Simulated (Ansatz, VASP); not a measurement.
**Two plane-wave programs on ZnSe**

```xyz
4
Lattice="0.0000 -2.8338 -2.8338 0.0000 2.8338 -2.8338 5.6676 0.0000 0.0000" Properties=species:S:1:pos:R:3 pbc="T T T"
Zn    2.9838    0.0000   -2.8338
Zn   -0.1500    0.0000    0.0000
Se    1.4169    1.4169   -1.4169
Se    4.2507   -1.4169   -1.4169
```

Change from the starting cell: mode 7 (198.7 1/cm) frozen in, largest displacement -0.150 Å.

Alike in both runs: task single point; functional PBE; k mesh 8 × 8 × 6; occupations gaussian, width 0.05 eV; no spin polarisation.

|  | VASP | Ansatz |
| --- | --- | --- |
| version | VASP 6.6.1 | Ansatz 0.2.0 |
| potentials or method | VASP PAW PBE potentials, release 64 (Zn, Se), cutoff 520 eV | scalar-relativistic, plane waves, PAW |
| valence electrons in the cell | 36 | 56 |

|  | VASP | Ansatz | Ansatz less VASP |
| --- | --- | --- | --- |
| gap on the k mesh at the Fermi level (eV) | 1.12 | 1.12 | +0.001 |
| least direct gap on the mesh (eV) | 1.12 | 1.12 | +0.001 |
| pressure (GPa) | 2.9 | 2.7 | -0.23 |
| traceless stress, the component that is largest in VASP (GPa) | -0.84 | -0.82 | +0.013 |
| rms of the force components (eV/Å) | 0.585 | 0.576 | -0.0082 |

Atom by atom the forces differ by 0.008 eV/Å (rms over components). VASP's potentials hold 36 valence electrons a cell and Ansatz's 56, so a difference there can come from the potentials and not from the codes.
